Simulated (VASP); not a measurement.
Wanted: the native input for a VASP 6.6.1 run.

```
Task                            : G0W0 quasiparticle levels
Functional                      : PBE
Potentials or basis             : VASP PAW PBE potentials, release 64 (C_GW)
Cutoff                          : 500 eV
k mesh                          : 2 × 2 × 2
Occupations                     : gaussian, width 0.01 eV
Spin                            : no spin polarisation
Dipole correction               : no
GW scheme                       : G0W0
GW iterations                   : 1
Cutoff of the response function : 200
Frequency points                : 48
Empty bands                     : 218
Further INCAR settings          : ALGO = EVGW0; EDIFF = 1e-08; NBANDS = 222
```

The system is C.

```
CELL_PARAMETERS angstrom
0.00000 1.78350 1.78350
1.78350 0.00000 1.78350
1.78350 1.78350 0.00000
ATOMIC_POSITIONS crystal
C 0.00000 0.00000 0.00000
C 0.25000 0.25000 0.25000
```

These files were run (other wordings do the same):

POSCAR

```
C
1.0
    0.0000000000      1.7835000000      1.7835000000
    1.7835000000      0.0000000000      1.7835000000
    1.7835000000      1.7835000000      0.0000000000
C
2
Direct
    0.0000000000      0.0000000000      0.0000000000
    0.2500000000      0.2500000000      0.2500000000
```

INCAR.step1

```
SYSTEM = C
ALGO = Normal
EDIFF = 1E-8
ENCUT = 500
GGA = PE
ISMEAR = 0
LASPH = .True.
LCHARG = .False.
LREAL = .False.
LWAVE = .True.
NELM = 100
PREC = Accurate
SIGMA = 0.01
```

INCAR.step2

```
SYSTEM = C
ALGO = Exact
EDIFF = 1E-8
ENCUT = 500
GGA = PE
ISMEAR = 0
ISTART = 1
LASPH = .True.
LCHARG = .False.
LOPTICS = .True.
LREAL = .False.
LWAVE = .True.
NBANDS = 222
NELM = 1
PREC = Accurate
SIGMA = 0.01
```

INCAR.step3

```
SYSTEM = C
ALGO = EVGW0
EDIFF = 1E-8
ENCUT = 500
ENCUTGW = 200
GGA = PE
ISMEAR = 0
ISTART = 1
LASPH = .True.
LCHARG = .False.
LREAL = .False.
LWAVE = .False.
NBANDS = 222
NBANDSGW = 12
NELMGW = 1
NOMEGA = 48
PREC = Accurate
PRECFOCK = Fast
SIGMA = 0.01
```

KPOINTS

```
k-points
0
Gamma
  2 2 2
  0 0 0
```

Potentials or basis: VASP PAW PBE potentials, release 64 (C_GW).

Command:

```console
$ cat potpaw_PBE.64/C_GW/POTCAR > POTCAR
$ cp INCAR.step1 INCAR
$ mpirun -np 1 vasp_std > vasp.out
$ cp INCAR.step2 INCAR
$ mpirun -np 1 vasp_std > vasp.out
$ cp INCAR.step3 INCAR
$ mpirun -np 1 vasp_std > vasp.out
```

Results of the run:

```yaml
Band_gap_on_the_k_mesh_mean-field_level: 4.56 eV, indirect (least direct gap 5.50 eV)
Quasiparticle_gap: 5.41 eV
Least_direct_quasiparticle_gap: 7.02 eV
```

Caveat: the k points lie up to 1.53 Å⁻¹ apart; bands, screening cutoff and mesh are small and nothing is extrapolated, so the quasiparticle values aren't converged.

It took 6 s on 1 thread of Intel(R) Xeon(R) 6975P-C (Granite Rapids), with other jobs on the host, peak memory 0.12 GiB.
